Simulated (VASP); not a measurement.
KI:

```
K I
1.0
     0.00000    3.54429    3.54429
     3.40251    0.00000    3.54429
     3.40251    3.54429    0.00000
K I
1 1
Direct
  0.00000 0.00000 0.00000
  0.50000 0.50000 0.50000
```

This cell differs from its parent crystal: uniaxial x strain -4.0%.

Program: VASP 6.6.1. Alike in all runs: task single point; potentials or basis VASP PAW PBE potentials, release 64 (K_sv, I); no spin polarisation; cell as given; cutoff (eV) 520.

Question: Order these runs on this cell by their band gap on the k mesh, lowest first.
A. level PBE; k mesh 6 × 6 × 6; smearing fermi-dirac 0.02 eV
B. level HSE06; k mesh 4 × 4 × 4; smearing gaussian 0.01 eV; grid for exact exchange (PRECFOCK) Normal; screening parameter 0.2079 1/Å
C. level r2SCAN; k mesh 6 × 6 × 6; smearing gaussian 0.01 eV

Answer: A (4.02 eV), C (4.67 eV), B (5.02 eV).

Caveats: spin-orbit coupling is left out, which moves the levels of the heavy elements.
